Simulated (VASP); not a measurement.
Runs of VASP 6.6.1 on KPt. The structure is hexagonal, space group P-6m2 (No. 187). The conventional cell has a = 3.001 Å, b = 3.001 Å, c = 5.346 Å, α = 90.00°, β = 90.00°, γ = 120.00°. Pt (site symmetry -6m2) has 6 Pt at 3.00 Å and 6 K at 3.19 Å within 4.0 Å. Within 4.0 Å of K (site symmetry -6m2) lie 6 K at 3.00 Å and 6 Pt at 3.19 Å. 

| level | potentials or basis | k mesh | smearing | gap on the mesh (eV) | pressure (GPa) |
| --- | --- | --- | --- | --- | --- |
| LDA | VASP PAW LDA potentials, release 64 (Pt, K_sv) | 10 × 10 × 5 | gaussian 0.05 eV | none | (a) |
| PBE | VASP PAW PBE potentials, release 64 (Pt, K_sv) | 17 × 17 × 8 | gaussian 0.05 eV | none | 0.4 |
| PBEsol | VASP PAW PBE potentials, release 64 (Pt, K_sv) | 10 × 10 × 5 | gaussian 0.02 eV | none | (b) |
| PBE | VASP PAW PBE potentials, release 64 (Pt, K_sv) | 9 × 9 × 5 | gaussian 0.05 eV | none | 0.6 |
| r2SCAN | VASP PAW PBE potentials, release 64 (Pt, K_sv) | 14 × 14 × 7 | methfessel-paxton 0.1 eV | none | -2.2 |

Alike in all rows: task single point; no spin polarisation; cell as given; cutoff (eV) 520.

Problem. Estimate the missing entries.

Solution. (a) -6.7; (b) -3.9.

Caveats: spin-orbit coupling is left out, which moves the levels of the heavy elements; the PAW data sets were made with another functional, which shifts forces and pressure a little (some runs).

A k mesh can miss the band edges, and the runs leave out spin-orbit coupling on Pt.

A gap of «none» marks levels without a gap at the run's occupations.
